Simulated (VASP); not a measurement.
A run of VASP 6.6.1:

The input POSCAR:

```
CsBr
1.0
    4.4040932603      0.0000000000      0.0000000000
    0.0000000000      4.4040932603      0.0000000000
    0.0000000000      0.0000000000      4.4040932603
Cs Br
1 1
Direct
    0.0000000000      0.0000000000      0.0000000000
    0.5000000000      0.5000000000      0.5000000000
```

Contents of INCAR.step1:

```
PREC = Accurate ; ENCUT = 550
ISMEAR = 0 ; SIGMA = 0.01
LREAL = False ; LASPH = True
NELM = 120 ; NBANDS = 15
GGA = PE ; ALGO = Normal
EDIFF = 1E-5 ; LWAVE = True
LCHARG = False ; GGA_COMPAT = False
```

INCAR.step2

```
PREC = Accurate ; ENCUT = 550
EDIFF = 1E-6 ; ISMEAR = 0
SIGMA = 0.01 ; LREAL = False
LASPH = True ; NELM = 120
ALGO = Normal ; ISIF = 2
LWAVE = False ; LCHARG = False
METAGGA = R2SCAN ; LMIXTAU = True
NBANDS = 15 ; ISTART = 1
GGA_COMPAT = False
```

The input KPOINTS:

```
Automatic mesh
0
Gamma
  6 6 6
```

Potentials or basis: VASP PAW PBE potentials, release 64 (Cs_sv, Br).

Command:

```bash
$ cat potpaw_PBE.64/Cs_sv/POTCAR potpaw_PBE.64/Br/POTCAR > POTCAR
$ cp INCAR.step1 INCAR
$ mpirun -np 1 vasp_std > vasp.out
$ cp INCAR.step2 INCAR
$ mpirun -np 1 vasp_std > vasp.out
```

Hardware: 1 thread of Intel(R) Xeon(R) 6975P-C (Granite Rapids), with other jobs on the host.

Task: Estimate the wall time of this run.

Result: It took 51 s on 1 thread of Intel(R) Xeon(R) 6975P-C (Granite Rapids) (shared host), peak memory 0.22 GiB. Counts: k points 20.
